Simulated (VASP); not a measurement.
K, 1 atom in the cell. Symmetry: Im-3m, No. 229, cubic system. Conventional cell: a = 5.340 Å, b = 5.340 Å, c = 5.340 Å, α = 90.00°, β = 90.00°, γ = 90.00°. 

* Program: VASP 6.6.1
* Task: single point
* Functional: r2SCAN
* Potentials or basis: VASP PAW PBE potentials, release 64 (K_sv)
* Cutoff: 520 eV
* k mesh: 8 × 8 × 8
* Occupations: gaussian, width 0.1 eV
* Spin: no spin polarisation
* Dipole correction: no
* Further INCAR settings: ALGO = Normal; EDIFF = 1e-06; NBANDS = 10

Potentials or basis: VASP PAW PBE potentials, release 64 (K_sv).

Run with:

```console
$ cat potpaw_PBE.64/K_sv/POTCAR > POTCAR
$ cp INCAR.step1 INCAR
$ mpirun -np 1 vasp_std > vasp.out
$ cp INCAR.step2 INCAR
$ mpirun -np 1 vasp_std > vasp.out
```

Hardware: 1 thread of Intel Xeon 8259CL (shared host).

Q: How long does it take, and how much memory?

A: Run time: 120 s on 1 thread of Intel Xeon 8259CL, on a shared host, peak memory 0.21 GiB. Counts: k points 29.
